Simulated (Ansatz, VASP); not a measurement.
## Two plane-wave programs on GaP

```
Ga P
1.0
     0.00000    2.71923    2.71923
     2.71923    0.00000    2.71923
     2.71923    2.71923    0.00000
Ga P
1 1
Cartesian
  0.0000 0.0000 0.0000
  4.0788 4.0788 4.0788
```

Alike in both runs: task single point; functional r2SCAN; dispersion D4; k mesh 8 × 8 × 8; occupations gaussian, width 0.05 eV; no spin polarisation.

|  | VASP | Ansatz |
| --- | --- | --- |
| version | VASP 6.6.1 | Ansatz 0.2.0 |
| potentials or method | VASP PAW PBE potentials, release 64 (Ga_d, P), cutoff 520 eV | scalar-relativistic, plane waves, PAW |
| valence electrons in the cell | 18 | 18 |

```csv
,VASP,Ansatz,Ansatz less VASP
gap on the k mesh at the Fermi level (eV),1.89,1.88,-0.008
least direct gap on the mesh (eV),2.40,2.42,+0.021
pressure (GPa),-0.5,-0.4,+0.05
```

VASP's potentials were made for PBE, not for r2SCAN.
